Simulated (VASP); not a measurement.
# KTaO3 (Pm-3m) in VASP: further runs, part 2 of 2

VASP 6.6.1. Earlier steps stand in the parts before.

### 3 Single point, PBE (volume scaled by 0.91)

Input file INCAR:

```
SYSTEM = KTaO3
PREC = Accurate ; ENCUT = 520
EDIFF = 1E-7 ; ISMEAR = 0
SIGMA = 0.02 ; LREAL = .False.
LASPH = .True. ; NELM = 60
ALGO = Normal ; ISIF = 2
LWAVE = .False. ; LCHARG = .True.
GGA = PE ; LELF = .True.
LVHAR = .True. ; NBANDS = 27
```

Input file KPOINTS:

```
Automatic mesh
0
Gamma
  8 8 8
  0 0 0
```

Input file POSCAR:

```
KTaO3
1.0
    3.8998345606      0.0000000000      0.0000000000
    0.0000000000      3.8998345606      0.0000000000
    0.0000000000      0.0000000000      3.8998345606
K Ta O
1 1 3
Direct
    0.5000000000      0.5000000000      0.5000000000
    0.0000000000      0.0000000000      0.0000000000
    0.5000000000      0.0000000000      0.0000000000
    0.0000000000      0.5000000000      0.0000000000
    0.0000000000      0.0000000000      0.5000000000
```

Potentials or basis: VASP PAW PBE potentials, release 64 (K_sv, Ta_pv, O).

Started as:

```sh
> cat potpaw_PBE.64/K_sv/POTCAR potpaw_PBE.64/Ta_pv/POTCAR potpaw_PBE.64/O/POTCAR > POTCAR
> mpirun -np 1 vasp_std > vasp.out
```

OUTCAR:

```text
SYSTEM = KTaO3
   PREC = Accurate
   ENCUT = 520
   EDIFF = 1E-7
   ISMEAR = 0
   LREAL = .False.
   LASPH = .True.
   NELM = 60
   ISIF = 2
   GGA = PE

 ion  position               nearest neighbor table
   1  0.500  0.500  0.500-   3 2.76   4 2.76   5 2.76   3 2.76   4 2.76   3 2.76   5 2.76   3 2.76
                             4 2.76   5 2.76   4 2.76   5 2.76   2 3.38   2 3.38   2 3.38   2 3.38
   2  0.000  0.000  0.000-   3 1.95   4 1.95   5 1.95   5 1.95   4 1.95   3 1.95   1 3.38   1 3.38
                             1 3.38   1 3.38   1 3.38   1 3.38   1 3.38   1 3.38
   3  0.500  0.000  0.000-   2 1.95   2 1.95   1 2.76   1 2.76   1 2.76   1 2.76
   4  0.000  0.500  0.000-   2 1.95   2 1.95   1 2.76   1 2.76   1 2.76   1 2.76
   5  0.000  0.000  0.500-   2 1.95   2 1.95   1 2.76   1 2.76   1 2.76   1 2.76

  LATTYP: Found a simple cubic cell.
 ALAT       =     3.8998345606

  Lattice vectors:

 A1 = (   3.8998345606,   0.0000000000,   0.0000000000)
 A2 = (   0.0000000000,   3.8998345606,   0.0000000000)
 A3 = (   0.0000000000,   0.0000000000,   3.8998345606)

Analysis of symmetry for initial positions (statically):
=====================================================================
 Subroutine PRICEL returns:
 Original cell was already a primitive cell.

 Routine SETGRP: Setting up the symmetry group for a
 simple cubic supercell.

 Subroutine GETGRP returns: Found 48 space group operations
 (whereof 48 operations were pure point group operations)
 out of a pool of 48 trial point group operations.

The static configuration has the point symmetry O_h .

Analysis of symmetry for dynamics (positions and initial velocities):
=====================================================================
 Subroutine PRICEL returns:
 Original cell was already a primitive cell.

 Routine SETGRP: Setting up the symmetry group for a
 simple cubic supercell.

 Subroutine GETGRP returns: Found 48 space group operations
[... 129 lines left out ...]
     AMIX_MAG =   1.60;   BMIX_MAG =  1.00
  volume/ion in A,a.u.               =      11.86        80.05
  Fermi-wavevector in a.u.,A,eV,Ry     =   1.411312  2.666994 27.100124  1.991803
  Thomas-Fermi vector in A             =   2.533177
   LORBIT       =      0    0 simple, 1 ext, 2 COOP (PROOUT), +10 PAW based schemes
   GGA     = PE    functional components
   LHFCALC =     F    Hartree Fock is set to
   AEXX    =    0.0000 exact exchange contribution
   IVDW    =     0    specifies the selected vdW correction
   LEPSILON=     F    determine dielectric tensor
   LRPA    =     F    only Hartree local field effects (RPA)
 non-spin polarized calculation
 Gauss-broadening in eV      SIGMA  =   0.02
  energy-cutoff  :      520.00
  volume of cell :       59.31
 maximum number of plane-waves:      1628
 NGX is ok and might be reduce to    30
   NGX = 15   NGY = 15   NGZ = 15

 number of electron      38.0000013 magnetization

 Free energy of the ion-electron system (eV)
  ---------------------------------------------------
  ext. energy  EPLUGINS =         0.00000000
  ---------------------------------------------------
  free energy    TOTEN  =       -40.66413801 eV

  energy without entropy =      -40.66413801  energy(sigma->0) =      -40.66413801

 E-fermi :   2.4175     XC(G=0): -11.2286

 val. band max:        2.2780304843   @ k =   0.5000   0.5000   0.5000
 cond. band min:       4.5965053052   @ k =   0.0000   0.0000   0.0000
 fundamental gap:      2.3184748210
 Fermi energy:         2.4174747357

 k-point     1 :       0.0000    0.0000    0.0000
  band No.  band energies     occupation
      1     -31.5451      2.00000
      2     -31.5451      2.00000
      3     -31.5451      2.00000
      4     -24.9983      2.00000
      5     -15.5202      2.00000
      6     -14.8015      2.00000
[... 709 lines left out ...]
     26      13.3039      0.00000
     27      13.4688      0.00000

 [... further k-points ...]

------------------------ aborting loop because EDIFF is reached ----------------------------------------

  FORCE on cell =-STRESS in cart. coord.  units (eV):
  Direction    XX          YY          ZZ          XY          YZ          ZX
  --------------------------------------------------------------------------------------
  -------------------------------------------------------------------------------------
  Total        8.4700374      8.4700374      8.4700374     -0.0000000      0.0000000     -0.0000000
  in kB      228.8007046    228.8007046    228.8007046     -0.0000000      0.0000000     -0.0000000
  external PRESSURE =     228.8007046 kB  Pullay stress =       0.0000000 kB

 VOLUME and BASIS-vectors are now :
 -----------------------------------------------------------------------------
  energy-cutoff  :      520.00
  volume of cell :       59.31
      direct lattice vectors                 reciprocal lattice vectors
     3.899834561  0.000000000  0.000000000     0.256421134  0.000000000  0.000000000
     0.000000000  3.899834561  0.000000000     0.000000000  0.256421134  0.000000000
     0.000000000  0.000000000  3.899834561     0.000000000  0.000000000  0.256421134

 POSITION                                       TOTAL-FORCE (eV/Angst)
 -----------------------------------------------------------------------------------
      1.94992      1.94992      1.94992         0.000000      0.000000      0.000000
      0.00000      0.00000      0.00000         0.000000      0.000000      0.000000
      1.94992      0.00000      0.00000         0.000000      0.000000      0.000000
      0.00000      1.94992      0.00000         0.000000      0.000000      0.000000
      0.00000      0.00000      1.94992         0.000000      0.000000      0.000000
 -----------------------------------------------------------------------------------
    total drift:                                0.000000     -0.000000      0.000000

  FREE ENERGIE OF THE ION-ELECTRON SYSTEM (eV)
  ---------------------------------------------------
  free  energy   TOTEN  =       -40.6641380057 eV

  energy  without entropy=      -40.6641380057  energy(sigma->0) =      -40.66413801
```

stdout:

```text
POSCAR found type information on POSCAR K TaO
 POSCAR found :  3 types and       5 ions
 scaLAPACK will be used
 LDA part: xc-table for (Slater+PW92), standard interpolation
 POSCAR, INCAR and KPOINTS ok, starting setup
 FFT: planning ... GRIDC
 FFT: planning ... GRID_SOFT
 FFT: planning ... GRID
 WAVECAR not read
 entering main loop
```

Run time: 38 s. Hardware: 1 thread of AMD EPYC 9R45 (Zen 5), shared host; peak memory 0.17 GiB.

Results:

```
Free energy            : -40.6641 eV
Pressure               : 22.9 GPa
Band gap on the k mesh : 2.32 eV, indirect (least direct gap 2.90 eV)
```

Caveat: spin-orbit coupling is left out, which moves the levels of the heavy elements. A k mesh can miss the band edges.

### 4 Single point, PBE (volume scaled by 0.94)

Input file INCAR:

```
SYSTEM = KTaO3
PREC = Accurate
ENCUT = 520
EDIFF = 1E-6
ISMEAR = 0
SIGMA = 0.02
LREAL = .False.
LASPH = .True.
NELM = 60
ALGO = Normal
ISIF = 2
LWAVE = .False.
LCHARG = .True.
GGA = PE
LELF = .True.
LVHAR = .True.
NBANDS = 27
```

Input file KPOINTS:

```
regular mesh
0
Gamma
  8 8 8
  0 0 0
```

Edit POSCAR of step 3 so:

```diff
@@ -2,5 +2,5 @@
 1.0
-    3.8998345606      0.0000000000      0.0000000000
-    0.0000000000      3.8998345606      0.0000000000
-    0.0000000000      0.0000000000      3.8998345606
+    3.9422273880      0.0000000000      0.0000000000
+    0.0000000000      3.9422273880      0.0000000000
+    0.0000000000      0.0000000000      3.9422273880
 K Ta O
```

Started as:

```sh
> cat potpaw_PBE.64/K_sv/POTCAR potpaw_PBE.64/Ta_pv/POTCAR potpaw_PBE.64/O/POTCAR > POTCAR
> mpirun -np 1 vasp_std > vasp.out
```

Wall time 36 s (1 thread of AMD EPYC 9R45 (Zen 5), shared host); peak memory 0.17 GiB.

Results (log left out):

```
Free energy            : -40.8915 eV
Pressure               : 14.2 GPa
Band gap on the k mesh : 2.25 eV, indirect (least direct gap 2.85 eV)
```

Levels at points of the mesh, in eV from the valence-band top:
| k point | band 17 | band 18 | band 19 | band 20 | band 21 | band 22 |
| --- | --- | --- | --- | --- | --- | --- |
| (0.00, 0.00, 0.00) | -0.60 | -0.60 | -0.60 | 2.25 | 2.25 | 2.25 |
| (0.50, 0.00, 0.00) | -1.60 | -0.84 | -0.84 | 2.43 | 5.26 | 5.26 |
| (0.50, 0.50, 0.00) | -1.47 | -1.47 | -0.04 | 5.30 | 5.30 | 6.64 |
| (0.50, 0.50, 0.50) | 0.00 | 0.00 | 0.00 | 6.80 | 6.80 | 6.80 |

Caveat: spin-orbit coupling is left out, which moves the levels of the heavy elements. A k mesh can miss the band edges.

### 5 Summary

```tsv
cell	gap on the mesh (eV)	pressure (GPa)
a = 3.856 Å, 5 atoms	2.38	33.1
a = 3.900 Å, 5 atoms	2.32	22.9
a = 3.942 Å, 5 atoms	2.25	14.2
```

Alike in all rows: task single point; level PBE; potentials or basis VASP PAW PBE potentials, release 64 (K_sv, Ta_pv, O); no spin polarisation; k mesh 8 × 8 × 8; cutoff (eV) 520; smearing gaussian 0.02 eV.

Caveats: spin-orbit coupling is left out, which moves the levels of the heavy elements.

Total energies depend on the potentials used, so only differences within one code and one set of settings carry meaning.
